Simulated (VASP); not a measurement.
# BiSb2O2 (P6/mmm) in VASP: a series of runs

Runs on BiSb2O2. Level: PBE. Tasks: relaxation of cell and atoms, single point.

Program: VASP 6.6.1. These are calculated values, not measurements. Logs are shortened: lines on timing, memory, paths and dates and some standing lists are left out, and cuts for length are marked.

## (1) The cell of the first run

Symmetry: P6/mmm, No. 191, hexagonal system. Conventional cell: a = 4.748 Å, b = 4.748 Å, c = 6.057 Å, α = 90.00°, β = 90.00°, γ = 120.00°. Within 3.6 Å of Sb (site symmetry -6m2) lie 3 Sb at 2.74 Å and 3 Bi at 2.74 Å and 6 O at 3.17 Å. Within 2.1 Å of Bi (site symmetry 6/mmm) lie 2 O at 1.59 Å. Within 2.1 Å of O (site symmetry 6mm) lie 1 Bi at 1.59 Å.

## (2) Relaxation of cell and atoms, PBE

The input, INCAR:

```
SYSTEM = BiSb2O2
ALGO = Normal
EDIFF = 1E-6
EDIFFG = -0.04
ENCUT = 600
GGA = PE
IBRION = 2
ISIF = 3
ISMEAR = 0
LASPH = .TRUE.
LCHARG = .FALSE.
LREAL = .FALSE.
LWAVE = .FALSE.
NELM = 100
NSW = 90
PREC = Accurate
SIGMA = 0.1
```

The input, KPOINTS:

```
k-points
0
G
  6 6 4
  0 0 0
```

The input, POSCAR:

```
BiSb2O2
1.0
    4.7482537800      0.0000000000      0.0000000000
   -2.3741268900      4.1121083900      0.0000000000
    0.0000000000      0.0000000000      6.0565042200
Sb Bi O
2 1 2
Direct
    0.3333333300      0.6666666700      0.0000000000
    0.6666666700      0.3333333300      0.0000000000
    0.0000000000      0.0000000000      0.0000000000
    0.0000000000      0.0000000000      0.2618030200
    0.0000000000      0.0000000000      0.7381969800
```

Potentials or basis: VASP PAW PBE potentials, release 64 (Sb, Bi_d, O).

On the command line:

```console
> cat potpaw_PBE.64/Sb/POTCAR potpaw_PBE.64/Bi_d/POTCAR potpaw_PBE.64/O/POTCAR > POTCAR
> mpirun -np 1 vasp_std > vasp.out
```

OUTCAR:

```text
SYSTEM = BiSb2O2
   EDIFF = 1E-6
   EDIFFG = -0.04
   ENCUT = 600
   GGA = PE
   IBRION = 2
   ISIF = 3
   ISMEAR = 0
   LASPH = .TRUE.
   LREAL = .FALSE.
   NELM = 100
   NSW = 90
   PREC = Accurate

 ion  position               nearest neighbor table
   1  0.333  0.667  0.000-   2 2.74   3 2.74   2 2.74   3 2.74   3 2.74   2 2.74
   2  0.667  0.333  0.000-   1 2.74   3 2.74   1 2.74   3 2.74   3 2.74   1 2.74
   3  0.000  0.000  0.000-   4 1.59   5 1.59   1 2.74   2 2.74   1 2.74   2 2.74   2 2.74   1 2.74

   4  0.000  0.000  0.262-   3 1.59
   5  0.000  0.000  0.738-   3 1.59

  LATTYP: Found a hexagonal cell.
 ALAT       =     4.7482537800
 C/A-ratio  =     1.2755224343

  Lattice vectors:

 A1 = (   4.7482537800,   0.0000000000,   0.0000000000)
 A2 = (  -2.3741268900,   4.1121083900,   0.0000000000)
 A3 = (   0.0000000000,   0.0000000000,   6.0565042200)

Analysis of symmetry for initial positions (statically):
=====================================================================
 Subroutine PRICEL returns:
 Original cell was already a primitive cell.

 Routine SETGRP: Setting up the symmetry group for a
 hexagonal supercell.

 Subroutine GETGRP returns: Found 24 space group operations
 (whereof 24 operations were pure point group operations)
 out of a pool of 24 trial point group operations.

The static configuration has the point symmetry D_6h.

Analysis of symmetry for dynamics (positions and initial velocities):
=====================================================================
 Subroutine PRICEL returns:
 Original cell was already a primitive cell.

 Routine SETGRP: Setting up the symmetry group for a
 hexagonal supercell.

 Subroutine GETGRP returns: Found 24 space group operations
 (whereof 24 operations were pure point group operations)
 out of a pool of 24 trial point group operations.

The dynamic configuration has the point symmetry D_6h.

 Subroutine INISYM returns: Found 24 space group operations
 (whereof 24 operations are pure point group operations),
 and found     1 'primitive' translations

----------------------------------------------------------------------------------------

                                     Primitive cell

  volume of cell :     118.2553

  direct lattice vectors                    reciprocal lattice vectors
     4.748253780  0.000000000  0.000000000     0.210603739  0.121592126  0.000000000
    -2.374126890  4.112108390  0.000000000     0.000000000  0.243184251  0.000000000
     0.000000000  0.000000000  6.056504220     0.000000000  0.000000000  0.165111748

  length of vectors
     4.748253780  4.748253774  6.056504220     0.243184251  0.243184251  0.165111748

  position of ions in fractional coordinates (direct lattice)
     0.333333330  0.666666670  0.000000000
     0.666666670  0.333333330  0.000000000
     0.000000000  0.000000000  0.000000000
     0.000000000  0.000000000  0.261803020
     0.000000000  0.000000000  0.738196980

  ion indices of the primitive-cell ions
   primitive index   ion index
                 1           1
                 2           2
                 3           3
                 4           4
                 5           5

----------------------------------------------------------------------------------------

 KPOINTS: k-points

Automatic generation of k-mesh.
 Grid dimensions read from file:
 generate k-points for:    6    6    4

 Generating k-lattice:

  Cartesian coordinates                     Fractional coordinates (reciprocal lattice)
     0.035100623  0.020265354  0.000000000     0.166666667  0.000000000  0.000000000
     0.000000000  0.040530709  0.000000000     0.000000000  0.166666667  0.000000000
     0.000000000  0.000000000  0.041277937     0.000000000  0.000000000  0.250000000

  Length of vectors
     0.040530708  0.040530709  0.041277937

  Shift w.r.t. Gamma in fractional coordinates (k-lattice)
     0.000000000  0.000000000  0.000000000

 Subroutine IBZKPT returns following result:
 ===========================================

 Found     21 irreducible k-points:

 Following reciprocal coordinates:
            Coordinates               Weight
  0.000000  0.000000  0.000000      1.000000
  0.166667  0.000000  0.000000      6.000000
  0.333333  0.000000  0.000000      6.000000
  0.500000  0.000000  0.000000      3.000000
  0.166667  0.166667  0.000000      6.000000
  0.333333  0.166667  0.000000     12.000000
[... 13 lines left out ...]
  0.333333  0.166667  0.500000     12.000000
  0.333333  0.333333  0.500000      2.000000
   k-points           NKPTS =     21   k-points in BZ     NKDIM =     21   number of bands    NBANDS=     22
   number of dos      NEDOS =    301   number of ions     NIONS =      5
   total plane-waves  NPLWV =  76800
   dimension x,y,z NGX =    40 NGY =   40 NGZ =   48
   dimension x,y,z NGXF=    80 NGYF=   80 NGZF=   96
   ions per type =               2   1   2
   NGX,Y,Z   is equivalent  to a cutoff of  14.00, 14.00, 13.18 a.u.
   NGXF,Y,Z  is equivalent  to a cutoff of  28.01, 28.01, 26.35 a.u.
 SYSTEM =  BiSb2O2
   PREC   = accura    normal or accurate (medium, high low for compatibility)
   ISTART =      0    job   : 0-new  1-cont  2-samecut
   ICHARG =      2    charge: 1-file 2-atom 10-const
   ISPIN  =      1    spin polarized calculation?
   LNONCOLLINEAR =      F non collinear calculations
   LSORBIT =      F    spin-orbit coupling
   LASPH  =      T    aspherical Exc in radial PAW
   ENCUT  =  600.0 eV  44.10 Ry    6.64 a.u.   9.48  9.48 12.10*2*pi/ulx,y,z
   NELM   =    100;   NELMIN=  2; NELMDL= -5     # of ELM steps
   EDIFF  = 0.1E-05   stopping-criterion for ELM
   LREAL  =      F    real-space projection
   EDIFFG = -.4E-01   stopping-criterion for IOM
   NSW    =     90    number of steps for IOM
   IBRION =      2    ionic relax: 0-MD 1-quasi-New 2-CG
   NFREE  =      1    steps in history (QN), initial steepest desc. (CG)
   ISIF   =      3    stress and relaxation
   ISYM   =      2    0-nonsym 1-usesym 2-fastsym
   POTIM  = 0.5000    time-step for ionic-motion
   TEBEG  =    0.0;   TEEND  =   0.0 temperature during run
   PSTRESS=    0.0 pullay stress
   NELECT =      37.0000    total number of electrons
   NUPDOWN=      -1.0000    fix difference up-down
   EMIN   =  10.00;   EMAX   =-10.00  energy-range for DOS
   EFERMI =   0.00;   METHOD = LEGACY
   ISMEAR =     0;   SIGMA  =   0.10  broadening in eV -4-tet -1-fermi 0-gaus
   EFERMI_NEDOS =   21; number of points for ismear=-14 and -15
   IALGO  =     38    algorithm
   IMIX   =      4    mixing-type and parameters
     AMIX     =   0.40;   BMIX     =  1.00
     AMIX_MAG =   1.60;   BMIX_MAG =  1.00
  volume/ion in A,a.u.               =      23.65       159.61
  Fermi-wavevector in a.u.,A,eV,Ry     =   1.111395  2.100233 16.805911  1.235200
  Thomas-Fermi vector in A             =   2.247958
   LORBIT       =      0    0 simple, 1 ext, 2 COOP (PROOUT), +10 PAW based schemes
   GGA     = PE    functional components
   LHFCALC =     F    Hartree Fock is set to
   AEXX    =    0.0000 exact exchange contribution
   IVDW    =     0    specifies the selected vdW correction
   LEPSILON=     F    determine dielectric tensor
   LRPA    =     F    only Hartree local field effects (RPA)
 conjugate gradient relaxation of ions
 non-spin polarized calculation
 Gauss-broadening in eV      SIGMA  =   0.10
  energy-cutoff  :      600.00
  volume of cell :      118.26
 maximum number of plane-waves:      4002
 NGX is ok and might be reduce to    40
   NGX = 19   NGY = 19   NGZ = 25

--------------------------------------- Ionic step        1  -------------------------------------------

 number of electron      37.0000011 magnetization

 Free energy of the ion-electron system (eV)
  ---------------------------------------------------
  ext. energy  EPLUGINS =         0.00000000
  ---------------------------------------------------
  free energy    TOTEN  =        -7.65337241 eV

  energy without entropy =       -7.63432995  energy(sigma->0) =       -7.64385118

 E-fermi :   4.7581     XC(G=0):  -8.5386

 val. band max:        4.7495538372   @ k =   0.3333   0.3333   0.0000
 cond. band min:       4.7613248196   @ k =   0.1667   0.0000   0.5000
 fundamental gap:      0.0117709824
 Fermi energy:         4.7581204883

 k-point     1 :       0.0000    0.0000    0.0000
  band No.  band energies     occupation
      1     -23.3949      2.00000
      2     -19.4330      2.00000
      3     -19.4330      2.00000
      4     -19.4176      2.00000
      5     -19.4176      2.00000
      6     -15.0457      2.00000
[... 550 lines left out ...]
  energy  without entropy=       -7.6343299487  energy(sigma->0) =       -7.64385118

--------------------------------------- Ionic step        2  -------------------------------------------

 number of electron      36.9999996 magnetization

 E-fermi :  -1.7347     XC(G=0):  -4.8641

 val. band max:       -1.7351103626   @ k =   0.1667   0.0000   0.0000
 cond. band min:      -1.7344119851   @ k =   0.0000   0.0000   0.0000
 fundamental gap:      0.0006983774
 Fermi energy:        -1.7347396080

 k-point     1 :       0.0000    0.0000    0.0000
  band No.  band energies     occupation
      1     -27.2217      2.00000
      2     -24.6440      2.00000
      3     -24.6360      2.00000
      4     -24.6360      2.00000
      5     -24.6170      2.00000
      6     -24.6170      2.00000
[... 585 lines left out ...]
  FREE ENERGIE OF THE ION-ELECTRON SYSTEM (eV)
  ---------------------------------------------------
  free  energy   TOTEN  =       -16.4466057767 eV

  energy  without entropy=      -16.3980005813  energy(sigma->0) =      -16.42230318

[... ionic steps 4 to 14 ...]

--------------------------------------- Ionic step       15  -------------------------------------------

 number of electron      36.9999990 magnetization

------------------------ aborting loop because EDIFF is reached ----------------------------------------

  FORCE on cell =-STRESS in cart. coord.  units (eV):
  Direction    XX          YY          ZZ          XY          YZ          ZX
  --------------------------------------------------------------------------------------
  -------------------------------------------------------------------------------------
  Total        0.1496797      0.1496797      0.1676919     -0.0000000     -0.0000000      0.0000000
  in kB        1.5248777      1.5248777      1.7083787     -0.0000000     -0.0000000      0.0000000
  external PRESSURE =       1.5860447 kB  Pullay stress =       0.0000000 kB
[... 63 lines left out ...]
  energy  without entropy=      -19.9315201785  energy(sigma->0) =      -19.93956064

--------------------------------------- Ionic step       17  -------------------------------------------

 number of electron      36.9999984 magnetization

 Free energy of the ion-electron system (eV)
  ---------------------------------------------------
  ext. energy  EPLUGINS =         0.00000000
  ---------------------------------------------------
  free energy    TOTEN  =       -19.95000843 eV

  energy without entropy =      -19.93345339  energy(sigma->0) =      -19.94173091

 E-fermi :   2.7923     XC(G=0):  -7.8009

 val. band max:        2.7170868884   @ k =   0.3333   0.3333   0.5000
 cond. band min:       2.8222766421   @ k =   0.3333   0.3333   0.2500
 fundamental gap:      0.1051897537
 Fermi energy:         2.7922512454

 k-point     1 :       0.0000    0.0000    0.0000
  band No.  band energies     occupation
      1     -21.0980      2.00000
      2     -20.6707      2.00000
      3     -20.6707      2.00000
      4     -20.6570      2.00000
      5     -20.6570      2.00000
      6     -19.9741      2.00000
[... 546 lines left out ...]
  FREE ENERGIE OF THE ION-ELECTRON SYSTEM (eV)
  ---------------------------------------------------
  free  energy   TOTEN  =       -19.9500084253 eV

  energy  without entropy=      -19.9334533907  energy(sigma->0) =      -19.94173091

 reached required accuracy - stopping structural energy minimisation
```

Wall time 23 min (1 thread of Intel Xeon 6975P-C, shared host); peak memory 0.33 GiB.

Results:

```
Free energy                            : -19.9500 eV
Relaxed volume                         : 31.64 Å³/atom
Relaxed cell                           : a = 5.589 Å, b = 5.589 Å, c = 5.848 Å, α = 90.00°, β = 90.00°, γ = 120.00°
Space group after relaxing (to 0.05 Å) : P6/mmm (No. 191)
Energy gained by relaxing              : 2459.3 meV/atom
Ionic steps                            : 17
Pressure after relaxing                : 0.0 GPa
Largest force after relaxing           : 0.017 eV/Å
```

Forces on the atoms (eV/Å):
```
Sb   0.000  0.000  0.000
Sb   0.000  0.000  0.000
Bi   0.000  0.000  0.000
O    0.000  0.000  0.017
O    0.000  0.000 -0.017
```

The path:
```
step  energy change (eV)  largest force (eV/Å)  pressure (GPa)  volume (Å³)
   1              0.0000               22.1965           63.88       118.26
   2             -5.7471                1.0870           -9.33       357.66
   3             -8.7932                3.0940           -3.55       197.65
   4             -8.8081                2.8915           -3.26       195.01
   5             -9.1074                0.0226            5.08       153.62
   6            -11.1681                0.5114           -4.13       177.97
   7            -11.1861                0.5616           -4.38       179.80
   8            -11.5726                2.6046           -0.34       162.16
   9            -11.5737                2.4926           -0.52       162.77
  10            -12.0932                2.1450            1.98       151.88
  11            -12.1142                0.8824            3.14       149.59
  12            -12.1608                3.4734            2.15       155.39
  13            -12.2199                1.4433            2.28       152.84
  14            -12.2367                1.3249           -1.40       161.61
  15            -12.2942                0.2842            0.16       157.27
  16            -12.2942                0.2578            0.19       157.18
  17            -12.2966                0.0169            0.00       158.19
```

Final structure:
```
Sb Bi O
1.0
     5.58888    0.00000    0.00000
    -2.79444    4.84011    0.00000
     0.00000    0.00000    5.84804
Sb Bi O
2 1 2
Direct
  0.33333 0.66667 0.00000
  0.66667 0.33333 0.00000
  0.00000 0.00000 0.00000
  0.00000 0.00000 0.38486
  0.00000 0.00000 0.61514
```

Caveat: the volume moved by over 15 % at a fixed basis, so the end points are rough; spin-orbit coupling is left out, which moves the levels of the heavy elements; an odd number of electrons without spin polarisation forces a metal; a magnetic or distorted state may lie lower.

## (3) Single point, PBE

This run uses another cell than the first one, of 32.05 Å³/atom, 1.355 times its volume.

The input, INCAR:

```
SYSTEM = BiSb2O2
ALGO = Normal
EDIFF = 1E-6
ENCUT = 520
GGA = PE
ISIF = 2
ISMEAR = 0
LASPH = .True.
LCHARG = .True.
LELF = .True.
LREAL = .False.
LVHAR = .True.
LWAVE = .False.
NBANDS = 26
NELM = 100
PREC = Accurate
SIGMA = 0.1
```

The input, KPOINTS:

```
k-points
0
Gamma
  12 12 6
  0 0 0
```

The input, POSCAR:

```
BiSb2O2
1.0
    5.6199043312      0.0000000000      0.0000000000
   -2.8099521656      4.8669799176      0.0000000000
    0.0000000000      0.0000000000      5.8589176188
Sb Bi O
2 1 2
Direct
    0.3333333333      0.6666666667      0.0000000000
    0.6666666667      0.3333333333      0.0000000000
    0.0000000000      0.0000000000      0.0000000000
    0.0000000000      0.0000000000      0.3865339689
    0.0000000000      0.0000000000      0.6134660311
```

Potentials or basis: VASP PAW PBE potentials, release 64 (Sb, Bi_d, O).

On the command line:

```console
> cat potpaw_PBE.64/Sb/POTCAR potpaw_PBE.64/Bi_d/POTCAR potpaw_PBE.64/O/POTCAR > POTCAR
> mpirun -np 1 vasp_std > vasp.out
```

Run time: 8.5 min. Hardware: 1 thread of Intel Xeon 6975P-C, shared host; peak memory 0.49 GiB.

It converged, with:

| Property | Result |
| --- | --- |
| Free energy | -20.0082 eV |
| Pressure | 0.1 GPa |
| Largest force | 0.375 eV/Å |

Forces in eV/Å, atoms in the order of the input:
```
Sb   0.000  0.000  0.000
Sb   0.000  0.000  0.000
Bi   0.000  0.000  0.000
O    0.000  0.000 -0.375
O    0.000  0.000  0.375
```

Stress tensor (GPa, compression positive):
```
-0.07  0.00  0.00
 0.00 -0.07  0.00
 0.00  0.00  0.40
```

Levels at points of the mesh, in eV from the Fermi level:
| k point | band 15 | band 16 | band 17 | band 18 | band 19 | band 20 | band 21 | band 22 |
| --- | --- | --- | --- | --- | --- | --- | --- | --- |
| (0.00, 0.00, 0.00) | -2.69 | -2.54 | -2.54 | -1.92 | -0.49 | -0.49 | 1.35 | 1.96 |
| (0.50, 0.00, 0.00) | -1.33 | -0.51 | -0.26 | -0.18 | 0.10 | 0.17 | 1.28 | 2.05 |
| (0.00, 0.00, 0.50) | -3.16 | -2.67 | -2.67 | -1.93 | 0.05 | 0.05 | 1.15 | 4.61 |
| (0.50, 0.00, 0.50) | -1.14 | -0.99 | -0.46 | -0.30 | -0.27 | 0.72 | 2.07 | 2.45 |

Caveat: spin-orbit coupling is left out, which moves the levels of the heavy elements; an odd number of electrons without spin polarisation forces a metal; a magnetic or distorted state may lie lower.
